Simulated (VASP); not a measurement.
# Rb (P6/mmm) in VASP: further runs, part 2 of 2

VASP 6.6.1. Earlier steps stand in the parts before.

### Step 5. Relaxation of cell and atoms, PBE

This run uses another cell than the first one: it holds 3 atoms, not 1.

Input file INCAR:

```
SYSTEM = Rb
PREC = Accurate
ENCUT = 600
EDIFF = 1E-6
ISMEAR = 0
SIGMA = 0.1
LREAL = .False.
LASPH = .True.
NELM = 100
ALGO = Normal
ISIF = 3
LWAVE = .False.
LCHARG = .False.
GGA = PE
IBRION = 2
NSW = 100
EDIFFG = -0.01
```

Input file KPOINTS:

```
regular mesh
0
Gamma
  9 9 8
  0 0 0
```

Input file POSCAR:

```
Rb
1.0
    7.0599988136      0.0000000000      0.0000000000
   -3.5299994068      6.1141383232      0.0000000000
    0.0000000000      0.0000000000      6.0181020369
Rb
3
Direct
    0.3333333333      0.6666666667      0.5000000000
    0.0000000000      0.0000000000      0.0000000000
    0.6666666667      0.3333333333      0.5000000000
```

Potentials or basis: VASP PAW PBE potentials, release 64 (Rb_sv).

Started as:

```console
$ cat potpaw_PBE.64/Rb_sv/POTCAR > POTCAR
$ mpirun -np 1 vasp_std > vasp.out
```

OUTCAR:

```text
SYSTEM = Rb
   PREC = Accurate
   ENCUT = 600
   EDIFF = 1E-6
   ISMEAR = 0
   LREAL = .False.
   LASPH = .True.
   NELM = 100
   ISIF = 3
   GGA = PE
   IBRION = 2
   NSW = 100
   EDIFFG = -0.01

 ion  position               nearest neighbor table
   1  0.333  0.667  0.500-   3 4.08   3 4.08   3 4.08   2 5.07   2 5.07   2 5.07   2 5.07   2 5.07
                             2 5.07
   2  0.000  0.000  0.000-   1 5.07   3 5.07   1 5.07   3 5.07   1 5.07   1 5.07   3 5.07   3 5.07
                             3 5.07   3 5.07   1 5.07   1 5.07
   3  0.667  0.333  0.500-   1 4.08   1 4.08   1 4.08   2 5.07   2 5.07   2 5.07   2 5.07   2 5.07
                             2 5.07

  LATTYP: Found a hexagonal cell.
 ALAT       =     7.0599988136
 C/A-ratio  =     0.8524225281

  Lattice vectors:

 A1 = (   7.0599988136,   0.0000000000,   0.0000000000)
 A2 = (  -3.5299994068,   6.1141383232,   0.0000000000)
 A3 = (   0.0000000000,   0.0000000000,   6.0181020369)

Analysis of symmetry for initial positions (statically):
=====================================================================
 Subroutine PRICEL returns:
 Original cell was already a primitive cell.

 Routine SETGRP: Setting up the symmetry group for a
 hexagonal supercell.

 Subroutine GETGRP returns: Found 24 space group operations
 (whereof 24 operations were pure point group operations)
 out of a pool of 24 trial point group operations.

The static configuration has the point symmetry D_6h.

Analysis of symmetry for dynamics (positions and initial velocities):
=====================================================================
 Subroutine PRICEL returns:
 Original cell was already a primitive cell.

 Routine SETGRP: Setting up the symmetry group for a
 hexagonal supercell.

 Subroutine GETGRP returns: Found 24 space group operations
 (whereof 24 operations were pure point group operations)
 out of a pool of 24 trial point group operations.

The dynamic configuration has the point symmetry D_6h.
[... 139 lines left out ...]

--------------------------------------- Ionic step        1  -------------------------------------------

 number of electron      27.0000000 magnetization

 Free energy of the ion-electron system (eV)
  ---------------------------------------------------
  ext. energy  EPLUGINS =         0.00000000
  ---------------------------------------------------
  free energy    TOTEN  =        -2.53272597 eV

  energy without entropy =       -2.51754161  energy(sigma->0) =       -2.52513379

------------------------ aborting loop because EDIFF is reached ----------------------------------------

  FORCE on cell =-STRESS in cart. coord.  units (eV):
  Direction    XX          YY          ZZ          XY          YZ          ZX
  --------------------------------------------------------------------------------------
  -------------------------------------------------------------------------------------
  Total        1.1821383      1.1821383     -0.4915260      0.0000000     -0.0000000      0.0000000
  in kB        7.2908713      7.2908713     -3.0315003      0.0000000     -0.0000000      0.0000000
  external PRESSURE =       3.8500807 kB  Pullay stress =       0.0000000 kB
[... 92 lines left out ...]
  FREE ENERGIE OF THE ION-ELECTRON SYSTEM (eV)
  ---------------------------------------------------
  free  energy   TOTEN  =        -2.6685207410 eV

  energy  without entropy=       -2.6549888481  energy(sigma->0) =       -2.66175479

[... ionic steps 4 to 9 ...]

--------------------------------------- Ionic step       10  -------------------------------------------

 number of electron      27.0000000 magnetization

------------------------ aborting loop because EDIFF is reached ----------------------------------------
[... 32 lines left out ...]
--------------------------------------- Ionic step       11  -------------------------------------------

 number of electron      27.0000000 magnetization

 E-fermi :  -0.0223     XC(G=0):  -5.4063

 val. band max:       -0.0243230279   @ k =   0.3333   0.1111   0.0000
 cond. band min:      -0.0181111988   @ k =   0.3333   0.2222   0.2500
 fundamental gap:      0.0062118291
 Fermi energy:        -0.0222974238

 k-point     1 :       0.0000    0.0000    0.0000
  band No.  band energies     occupation
      1     -28.9889      2.00000
      2     -28.9839      2.00000
      3     -28.9141      2.00000
      4     -13.1079      2.00000
      5     -13.1079      2.00000
      6     -13.0511      2.00000
[... 507 lines left out ...]
--------------------------------------- Ionic step       12  -------------------------------------------

 number of electron      27.0000000 magnetization

 Free energy of the ion-electron system (eV)
  ---------------------------------------------------
  ext. energy  EPLUGINS =         0.00000000
  ---------------------------------------------------
  free energy    TOTEN  =        -2.78793638 eV

  energy without entropy =       -2.77332485  energy(sigma->0) =       -2.78063062

 E-fermi :   0.0107     XC(G=0):  -5.4422

 val. band max:        0.0027001429   @ k =   0.2222   0.1111   0.5000
 cond. band min:       0.0164329814   @ k =   0.3333   0.1111   0.0000
 fundamental gap:      0.0137328385
 Fermi energy:         0.0107078581

 k-point     1 :       0.0000    0.0000    0.0000
  band No.  band energies     occupation
      1     -28.9496      2.00000
      2     -28.9440      2.00000
      3     -28.8697      2.00000
      4     -13.0722      2.00000
      5     -13.0722      2.00000
      6     -13.0111      2.00000
[... 501 lines left out ...]
  FREE ENERGIE OF THE ION-ELECTRON SYSTEM (eV)
  ---------------------------------------------------
  free  energy   TOTEN  =        -2.7879363805 eV

  energy  without entropy=       -2.7733248543  energy(sigma->0) =       -2.78063062

 reached required accuracy - stopping structural energy minimisation
```

OSZICAR:

```text
N       E                     dE             d eps       ncg     rms          rms(c)
DAV:   1     0.212223045840E+03    0.21222E+03   -0.10900E+04  2048   0.135E+03
DAV:   2     0.202525148762E+02   -0.19197E+03   -0.19047E+03  2592   0.252E+02
DAV:   3    -0.177436080679E+01   -0.22027E+02   -0.21973E+02  3056   0.855E+01
[... 123 lines left out ...]
DAV:   4    -0.278777167941E+01   -0.48490E-03   -0.46019E-03  2871   0.286E-01    0.585E-02
DAV:   5    -0.278790876439E+01   -0.13708E-03   -0.16792E-04  2835   0.114E-01    0.377E-02
DAV:   6    -0.278794051731E+01   -0.31753E-04   -0.53964E-05  3120   0.620E-02    0.216E-02
DAV:   7    -0.278793704718E+01    0.34701E-05   -0.62828E-06  2266   0.176E-02    0.154E-03
DAV:   8    -0.278793638054E+01    0.66665E-06   -0.25680E-07  1101   0.393E-03
  12 F= -.27879364E+01 E0= -.27806306E+01  d E =-.636884E-02
```

CONTCAR:

```text
Rb
   1.00000000000000
     8.0954808641525897    0.0000000000000000   -0.0000000000000000
    -4.0477404320762949    7.0108920841144284    0.0000000000000000
     0.0000000000000000    0.0000000000000000    4.8551195357328805
  Rb
     3
Direct
     0.3333333332999970    0.6666666667000030    0.5000000000000000
     1.0000000000000000    0.0000000000000000    0.0000000000000000
     0.6666666667000030    0.3333333332999970    0.5000000000000000

  0.00000000E+00  0.00000000E+00  0.00000000E+00
  0.00000000E+00  0.00000000E+00  0.00000000E+00
  0.00000000E+00  0.00000000E+00  0.00000000E+00
```

Run time: 36 min. Hardware: 1 thread of AMD EPYC 7R43 (Zen 3), shared host; peak memory 0.56 GiB.

Results:

| Quantity | Value |
| --- | --- |
| Free energy | -2.7879 eV |
| Relaxed volume | 91.85 Å³/atom |
| Relaxed cell | a = 8.095 Å, b = 8.095 Å, c = 4.855 Å, α = 90.00°, β = 90.00°, γ = 120.00° |
| Space group after relaxing (to 0.05 Å) | P6/mmm (No. 191) |
| Energy gained by relaxing | 85.1 meV/atom |
| Ionic steps | 12 |
| Pressure after relaxing | 0.0 GPa |

The path:
```
step  energy change (eV)  largest force (eV/Å)  pressure (GPa)  volume (Å³)
   1              0.0000                0.0000            0.39       259.78
   2             -0.0446                0.0000            0.26       267.61
   3             -0.1358                0.0000           -0.03       291.27
   4             -0.1548                0.0000           -0.37       338.85
   5             -0.1702                0.0000           -0.26       318.34
   6             -0.2080                0.0000           -0.22       309.40
   7             -0.2369                0.0000           -0.18       299.37
   8             -0.2367                0.0000           -0.02       277.71
   9             -0.2484                0.0000           -0.13       290.25
  10             -0.2488                0.0000           -0.12       288.46
  11             -0.2544                0.0000           -0.04       279.74
  12             -0.2552                0.0000            0.00       275.56
```

Final structure:
```cif
data_structure
_symmetry_space_group_name_H-M 'P 1'
_symmetry_Int_Tables_number 1
_cell_length_a 8.0955
_cell_length_b 8.0955
_cell_length_c 4.8551
_cell_angle_alpha 90.000
_cell_angle_beta 90.000
_cell_angle_gamma 120.000
_cell_volume 275.56
loop_
_atom_site_label
_atom_site_type_symbol
_atom_site_fract_x
_atom_site_fract_y
_atom_site_fract_z
_atom_site_occupancy
Rb1 Rb 0.33333 0.66667 0.50000 1
Rb2 Rb 0.00000 0.00000 0.00000 1
Rb3 Rb 0.66667 0.33333 0.50000 1
```

### Step 6. Single point, PBE

This run uses another cell than the first one: it holds 3 atoms, not 1.

Input file INCAR:

```
ALGO     = Normal         # electronic algorithm
EDIFF    = 1E-6           # SCF threshold, eV
ENCUT    = 520            # plane-wave cutoff, eV
GGA      = PE             # functional
ISIF     = 2              # what is computed and relaxed
ISMEAR   = 0              # smearing method
LASPH    = T              # aspherical terms in the spheres
LCHARG   = F              # write CHGCAR
LREAL    = F              # projectors in reciprocal space
LWAVE    = F              # write WAVECAR
NBANDS   = 20             # bands
NELM     = 100            # most SCF steps
PREC     = Accurate       # precision mode
SIGMA    = 0.1            # smearing width, eV
```

Input file KPOINTS:

```
k-points
0
Gamma
  6 6 10
```

Input file POSCAR:

```
Rb
1.0
    8.1201339222      0.0000000000      0.0000000000
   -4.0600669611      7.0322422588      0.0000000000
    0.0000000000      0.0000000000      4.8200162166
Rb
3
Direct
    0.0000000000      0.0000000000      0.0000000000
    0.3333333333      0.6666666667      0.5000000000
    0.6666666667      0.3333333333      0.5000000000
```

Potentials or basis: VASP PAW PBE potentials, release 64 (Rb_sv).

Started as:

```console
$ cat potpaw_PBE.64/Rb_sv/POTCAR > POTCAR
$ mpirun -np 1 vasp_std > vasp.out
```

OUTCAR:

```text
EDIFF = 1E-6
   ENCUT = 520
   GGA = PE
   ISIF = 2
   ISMEAR = 0
   LASPH = T
   LREAL = F
   NELM = 100
   PREC = Accurate

 ion  position               nearest neighbor table
   1  0.000  0.000  0.000-   2 5.27   3 5.27   2 5.27   3 5.27   3 5.27   3 5.27   2 5.27   2 5.27
                             3 5.27   3 5.27   2 5.27   2 5.27
   2  0.333  0.667  0.500-   3 4.69   3 4.69   3 4.69   1 5.27   1 5.27   1 5.27   1 5.27   1 5.27
                             1 5.27
   3  0.667  0.333  0.500-   2 4.69   2 4.69   2 4.69   1 5.27   1 5.27   1 5.27   1 5.27   1 5.27
                             1 5.27

  LATTYP: Found a hexagonal cell.
 ALAT       =     8.1201339222
 C/A-ratio  =     0.5935882663

  Lattice vectors:

 A1 = (   8.1201339222,   0.0000000000,   0.0000000000)
 A2 = (  -4.0600669611,   7.0322422588,   0.0000000000)
 A3 = (   0.0000000000,   0.0000000000,   4.8200162166)

Analysis of symmetry for initial positions (statically):
=====================================================================
 Subroutine PRICEL returns:
[... 169 lines left out ...]
  free energy    TOTEN  =        -2.78813367 eV

  energy without entropy =       -2.77383154  energy(sigma->0) =       -2.78098261

 E-fermi :  -0.0080     XC(G=0):  -5.4451

 val. band max:       -0.0214612731   @ k =   0.1667   0.1667   0.0000
 cond. band min:      -0.0061718214   @ k =   0.5000   0.0000   0.4000
 fundamental gap:      0.0152894517
 Fermi energy:        -0.0080311139

 k-point     1 :       0.0000    0.0000    0.0000
  band No.  band energies     occupation
      1     -28.9463      2.00000
      2     -28.9409      2.00000
      3     -28.8681      2.00000
      4     -13.0677      2.00000
      5     -13.0677      2.00000
      6     -13.0086      2.00000
[... 541 lines left out ...]
     19       2.1647      0.00000
     20       2.7230      0.00000

 [... further k-points ...]

------------------------ aborting loop because EDIFF is reached ----------------------------------------

  FORCE on cell =-STRESS in cart. coord.  units (eV):
  Direction    XX          YY          ZZ          XY          YZ          ZX
  --------------------------------------------------------------------------------------
  -------------------------------------------------------------------------------------
  Total       -0.0208379     -0.0208379      0.0441351      0.0000000      0.0000000      0.0000000
  in kB       -0.1212995     -0.1212995      0.2569150      0.0000000      0.0000000      0.0000000
  external PRESSURE =       0.0047720 kB  Pullay stress =       0.0000000 kB

 VOLUME and BASIS-vectors are now :
 -----------------------------------------------------------------------------
  energy-cutoff  :      520.00
  volume of cell :      275.24
      direct lattice vectors                 reciprocal lattice vectors
     8.120133922  0.000000000  0.000000000     0.123150678  0.071101077  0.000000000
    -4.060066961  7.032242259  0.000000000     0.000000000  0.142202154  0.000000000
     0.000000000  0.000000000  4.820016217     0.000000000  0.000000000  0.207468182

 POSITION                                       TOTAL-FORCE (eV/Angst)
 -----------------------------------------------------------------------------------
      0.00000      0.00000      0.00000        -0.000000      0.000000      0.000000
     -0.00000      4.68816      2.41001         0.000000     -0.000000      0.000000
      4.06007      2.34408      2.41001        -0.000000      0.000000      0.000000
 -----------------------------------------------------------------------------------
    total drift:                                0.000000     -0.000000      0.000000

  FREE ENERGIE OF THE ION-ELECTRON SYSTEM (eV)
  ---------------------------------------------------
  free  energy   TOTEN  =        -2.7881336702 eV

  energy  without entropy=       -2.7738315444  energy(sigma->0) =       -2.78098261
```

stdout:

```text
POSCAR found type information on POSCAR Rb
 POSCAR found :  1 types and       3 ions
 scaLAPACK will be used
 LDA part: xc-table for (Slater+PW92), standard interpolation
 POSCAR, INCAR and KPOINTS ok, starting setup
 FFT: planning ... GRIDC
 FFT: planning ... GRID_SOFT
 FFT: planning ... GRID
 WAVECAR not read
 entering main loop
```

It took 2.4 min on 1 thread of AMD EPYC 7R43 (Zen 3), shared host; peak memory 0.39 GiB.

What came out:

```
Free energy : -2.7881 eV
Pressure    : 0.0 GPa
```

Levels at points of the mesh, in eV from the Fermi level:
```csv
k point,band 10,band 11,band 12,band 13,band 14,band 15,band 16,band 17
"(0.00, 0.00, 0.00)",-12.94,-12.94,-12.91,-1.96,1.05,1.05,1.06,1.06
"(0.50, 0.00, 0.00)",-12.94,-12.94,-12.91,-1.05,-1.05,0.21,0.73,2.22
"(0.00, 0.00, 0.50)",-12.98,-12.94,-12.94,-0.24,-0.03,1.38,1.38,1.52
"(0.50, 0.00, 0.50)",-12.98,-12.94,-12.93,0.37,0.38,0.72,0.75,1.25
```

### Step 7. Summary

```tsv
task	cell	k mesh	cutoff (eV)	gap on the mesh (eV)	pressure (GPa)
single point	a = 4.840, b = 4.840, c = 4.522 Å, angles 90.0, 90.0, 120.0°, 1 atom	6 × 6 × 4	520	none	0.1
single point	a = 4.873, b = 4.873, c = 4.612 Å, angles 90.0, 90.0, 120.0°, 1 atom	15 × 15 × 12	520	none	0.0
relaxation of cell and atoms	relaxed from a = 8.086, b = 8.086, c = 4.857 Å, angles 90.0, 90.0, 120.0°, 3 atoms	9 × 9 × 10	600	none	0.0
relaxation of cell and atoms	relaxed from a = 7.060, b = 7.060, c = 6.018 Å, angles 90.0, 90.0, 120.0°, 3 atoms	9 × 9 × 8	600	none	0.0
single point	a = 8.120, b = 8.120, c = 4.820 Å, angles 90.0, 90.0, 120.0°, 3 atoms	6 × 6 × 10	520	none	0.0
```

Alike in all rows: level PBE; potentials or basis VASP PAW PBE potentials, release 64 (Rb_sv); no spin polarisation; smearing gaussian 0.1 eV.

Caveats: the relaxation stopped at its first step, so nothing moved (some runs).

Absolute energies hang on the potentials; compare differences alone.
